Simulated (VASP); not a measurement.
# CdSe (P6_3mc) in VASP: notebook, part 2 of 2

VASP 6.6.1. The steps go on from the part before.

## 3. Single point, PBE

This run uses another cell than the first one, of the same volume but with other edges.

INCAR

```
SYSTEM = CdSe
PREC     = Accurate       ! precision mode
ENCUT    = 520            ! plane-wave cutoff, eV
EDIFF    = 1E-6           ! SCF threshold, eV
ISMEAR   = 0              ! smearing method
SIGMA    = 0.05           ! smearing width, eV
LREAL    = .FALSE.        ! projectors in reciprocal space
LASPH    = .TRUE.         ! aspherical terms in the spheres
NELM     = 100            ! most SCF steps
ALGO     = Normal         ! electronic algorithm
ISIF     = 2              ! what is computed and relaxed
LWAVE    = .FALSE.        ! write WAVECAR
LCHARG   = .FALSE.        ! write CHGCAR
GGA      = PE             ! functional
NBANDS   = 26             ! bands
```

KPOINTS

```
regular mesh
0
G
  12 12 4
  0 0 0
```

POSCAR

```
CdSe
1.0
    4.2291571447      0.0000000000      0.0000000000
   -2.1145785723      3.6625575239      0.0000000000
    0.0000000000      0.0000000000      7.2471334146
Cd Se
2 2
Direct
    0.6666666667      0.3333333333      0.0000000000
    0.3333333333      0.6666666667      0.5000000000
    0.6666666667      0.3333333333      0.3750000000
    0.3333333333      0.6666666667      0.8750000000
```

Potentials or basis: VASP PAW PBE potentials, release 64 (Cd, Se).

The run is started by

```sh
cat potpaw_PBE.64/Cd/POTCAR potpaw_PBE.64/Se/POTCAR > POTCAR
mpirun -np 1 vasp_std > vasp.out
```

OUTCAR:

```text
SYSTEM = CdSe
   PREC = Accurate
   ENCUT = 520
   EDIFF = 1E-6
   ISMEAR = 0
   LREAL = .FALSE.
   LASPH = .TRUE.
   NELM = 100
   ISIF = 2
   GGA = PE

 ion  position               nearest neighbor table
   1  0.667  0.333  0.000-   4 2.60   4 2.60   4 2.60   3 2.72
   2  0.333  0.667  0.500-   3 2.60   3 2.60   3 2.60   4 2.72
   3  0.667  0.333  0.375-   2 2.60   2 2.60   2 2.60   1 2.72
   4  0.333  0.667  0.875-   1 2.60   1 2.60   1 2.60   2 2.72

  LATTYP: Found a hexagonal cell.
 ALAT       =     4.2291571447
 C/A-ratio  =     1.7136117592

  Lattice vectors:

 A1 = (   4.2291571447,   0.0000000000,   0.0000000000)
 A2 = (  -2.1145785723,   3.6625575239,   0.0000000000)
 A3 = (   0.0000000000,   0.0000000000,   7.2471334146)

Analysis of symmetry for initial positions (statically):
=====================================================================
 Subroutine PRICEL returns:
 Original cell was already a primitive cell.

 Routine SETGRP: Setting up the symmetry group for a
 hexagonal supercell.

 Subroutine GETGRP returns: Found 12 space group operations
 (whereof  6 operations were pure point group operations)
 out of a pool of 24 trial point group operations.

The static configuration has the point symmetry C_3v.
 The point group associated with its full space group is C_6v.

Analysis of symmetry for dynamics (positions and initial velocities):
=====================================================================
 Subroutine PRICEL returns:
 Original cell was already a primitive cell.

 Routine SETGRP: Setting up the symmetry group for a
 hexagonal supercell.

 Subroutine GETGRP returns: Found 12 space group operations
 (whereof  6 operations were pure point group operations)
 out of a pool of 24 trial point group operations.
[... 121 lines left out ...]
   ISMEAR =     0;   SIGMA  =   0.05  broadening in eV -4-tet -1-fermi 0-gaus
   EFERMI_NEDOS =   21; number of points for ismear=-14 and -15
   IALGO  =     38    algorithm
   IMIX   =      4    mixing-type and parameters
     AMIX     =   0.40;   BMIX     =  1.00
     AMIX_MAG =   1.60;   BMIX_MAG =  1.00
  volume/ion in A,a.u.               =      28.06       189.38
  Fermi-wavevector in a.u.,A,eV,Ry     =   1.120575  2.117579 17.084668  1.255688
  Thomas-Fermi vector in A             =   2.257222
   LORBIT       =      0    0 simple, 1 ext, 2 COOP (PROOUT), +10 PAW based schemes
   GGA     = PE    functional components
   LHFCALC =     F    Hartree Fock is set to
   AEXX    =    0.0000 exact exchange contribution
   IVDW    =     0    specifies the selected vdW correction
   LEPSILON=     F    determine dielectric tensor
   LRPA    =     F    only Hartree local field effects (RPA)
 non-spin polarized calculation
 Gauss-broadening in eV      SIGMA  =   0.05
  energy-cutoff  :      520.00
  volume of cell :      112.25
 maximum number of plane-waves:      3048
 NGX is ok and might be reduce to    32

 number of electron      36.0000006 magnetization

 Free energy of the ion-electron system (eV)
  ---------------------------------------------------
  ext. energy  EPLUGINS =         0.00000000
  ---------------------------------------------------
  free energy    TOTEN  =       -10.87571164 eV

  energy without entropy =      -10.87571164  energy(sigma->0) =      -10.87571164

 E-fermi :   1.2897     XC(G=0):  -8.8922

 val. band max:        1.0204866648   @ k =   0.0000   0.0000   0.0000
 cond. band min:       1.6297418892   @ k =   0.0000   0.0000   0.0000
 fundamental gap:      0.6092552243
 Fermi energy:         1.2897065489

 k-point     1 :       0.0000    0.0000    0.0000
  band No.  band energies     occupation
      1     -11.6559      2.00000
      2     -11.3185      2.00000
      3      -6.9897      2.00000
      4      -6.9897      2.00000
      5      -6.9508      2.00000
      6      -6.9329      2.00000
[... 685 lines left out ...]
     25       8.4750      0.00000
     26       9.6948      0.00000

 [... further k-points ...]

------------------------ aborting loop because EDIFF is reached ----------------------------------------

  FORCE on cell =-STRESS in cart. coord.  units (eV):
  Direction    XX          YY          ZZ          XY          YZ          ZX
  --------------------------------------------------------------------------------------
  -------------------------------------------------------------------------------------
  Total        3.4448322      3.4448322      0.4608488      0.0000000      0.0000000      0.0000000
  in kB       49.1670469     49.1670469      6.5775553      0.0000000      0.0000000      0.0000000
  external PRESSURE =      34.9705497 kB  Pullay stress =       0.0000000 kB

 VOLUME and BASIS-vectors are now :
 -----------------------------------------------------------------------------
  energy-cutoff  :      520.00
  volume of cell :      112.25
      direct lattice vectors                 reciprocal lattice vectors
     4.229157145  0.000000000  0.000000000     0.236453734  0.136516627  0.000000000
    -2.114578572  3.662557524  0.000000000     0.000000000  0.273033254  0.000000000
     0.000000000  0.000000000  7.247133415     0.000000000  0.000000000  0.137985593

 POSITION                                       TOTAL-FORCE (eV/Angst)
 -----------------------------------------------------------------------------------
      2.11458      1.22085      0.00000         0.000000     -0.000000      0.333209
     -0.00000      2.44171      3.62357        -0.000000      0.000000      0.333209
      2.11458      1.22085      2.71768        -0.000000      0.000000     -0.333209
     -0.00000      2.44171      6.34124        -0.000000     -0.000000     -0.333209
 -----------------------------------------------------------------------------------
    total drift:                               -0.000000     -0.000000      0.000394

  FREE ENERGIE OF THE ION-ELECTRON SYSTEM (eV)
  ---------------------------------------------------
  free  energy   TOTEN  =       -10.8757116426 eV

  energy  without entropy=      -10.8757116426  energy(sigma->0) =      -10.87571164
```

OSZICAR:

```text
N       E                     dE             d eps       ncg     rms          rms(c)
DAV:   1     0.241140523944E+03    0.24114E+03   -0.17128E+04  2964   0.125E+03
DAV:   2     0.112789120424E+01   -0.24001E+03   -0.23204E+03  3262   0.309E+02
DAV:   3    -0.115278043972E+02   -0.12656E+02   -0.12589E+02  3584   0.708E+01
DAV:   4    -0.116317223828E+02   -0.10392E+00   -0.10382E+00  3330   0.609E+00
DAV:   5    -0.116323534154E+02   -0.63103E-03   -0.63095E-03  3370   0.456E-01    0.895E+00
DAV:   6    -0.109106647302E+02    0.72169E+00   -0.12397E+00  3602   0.110E+01    0.700E+00
DAV:   7    -0.108777170691E+02    0.32948E-01   -0.54729E-01  3148   0.378E+00    0.253E+00
DAV:   8    -0.108753793495E+02    0.23377E-02   -0.58585E-02  3064   0.241E+00    0.398E-01
DAV:   9    -0.108754898535E+02   -0.11050E-03   -0.74830E-03  3232   0.989E-01    0.112E-01
DAV:  10    -0.108756179184E+02   -0.12806E-03   -0.79449E-04  3106   0.309E-01    0.696E-02
DAV:  11    -0.108757115109E+02   -0.93592E-04   -0.19665E-04  3066   0.807E-02    0.265E-02
DAV:  12    -0.108757102989E+02    0.12120E-05   -0.34087E-05  3504   0.626E-02    0.923E-03
DAV:  13    -0.108757114026E+02   -0.11038E-05   -0.10104E-05  3026   0.307E-02    0.312E-03
DAV:  14    -0.108757116426E+02   -0.23993E-06   -0.62117E-07  2230   0.394E-03
   1 F= -.10875712E+02 E0= -.10875712E+02  d E =-.251217E-16
```

It took 3.1 min on 1 thread of Intel Xeon 8259CL, shared host; peak memory 0.32 GiB.

Results:

| Item | Value |
| --- | --- |
| Free energy | -10.8757 eV |
| Pressure | 3.5 GPa |
| Largest force | 0.333 eV/Å |
| Band gap on the k mesh | 0.61 eV |

Forces in eV/Å, atoms in the order of the input:
```
Cd   0.000  0.000  0.333
Cd   0.000  0.000  0.333
Se   0.000  0.000 -0.333
Se   0.000  0.000 -0.333
```

Caveat: the cell stands under pressure; semilocal functionals underestimate gaps, and a narrow one can read as zero.
